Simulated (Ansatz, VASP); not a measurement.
## One calculation of C, two programs

Contents of INCAR:

```
SYSTEM = C
PREC = Accurate
ENCUT = 520
EDIFF = 1E-8
ISMEAR = -1
SIGMA = 0.08
LREAL = .FALSE.
LASPH = .TRUE.
NELM = 60
ALGO = Normal
ISIF = 2
LWAVE = .FALSE.
LCHARG = .FALSE.
GGA = PE
LEFG = .TRUE.
NBANDS = 11
```

Contents of KPOINTS:

```
Automatic mesh
0
G
  20 20 20
  0 0 0
```

Contents of POSCAR:

```
C
1.0
    0.0000000000      1.7834000000      1.8369020000
    1.7834000000      0.0000000000      1.8369020000
    1.7834000000      1.7834000000      0.0000000000
C
2
Direct
    0.5000000000      0.5000000000      0.5000000000
    0.7500000000      0.7500000000      0.7500000000
```

Input for Ansatz:

```yaml
crystal:
  lattice:
    - [0.0, 1.7834, 1.836902]
    - [1.7834, 0.0, 1.836902]
    - [1.7834, 1.7834, 0.0]
  atoms:
    - { symbol: C, position: [0.5, 0.5, 0.5] }
    - { symbol: C, position: [0.75, 0.75, 0.75] }
kpoints:
  mp_grid: { grid: [20, 20, 20] }
scf:
  occupations: { method: fermi_dirac, width: 0.08 }
hamiltonian:
  xc: pbe
  pseudopotentials: { kind: all_electron, datasets: crystal }
output:
  forces: true
  stress: true
  eigenvalues: true
  efg: { contact_densities: true }
```

Change from the starting cell: zz strain of +3 %, crystal datasets.

Alike in both runs: task electric field gradients; functional PBE; k mesh 20 × 20 × 20; occupations fermi-dirac, width 0.08 eV; no spin polarisation.

|  | VASP | Ansatz |
| --- | --- | --- |
| version | VASP 6.6.1 | Ansatz 0.2.0 |
| potentials or method | VASP PAW PBE potentials, release 64 (C), cutoff 520 eV | all-electron PAW with datasets made for the crystal, scalar-relativistic |

```csv
,VASP,Ansatz,Ansatz less VASP
gap on the k mesh at the Fermi level (eV),3.70,3.71,+0.008
pressure (GPa),-9.9,-10.6,-0.60
"traceless stress, the component that is largest in VASP (GPa)",-18.28,-18.31,-0.025
size of Vzz on the site where it differs most (V/Å²),1.2,1.3,+0.15
```

Ansatz ran all-electron here, and VASP with PAW potentials.
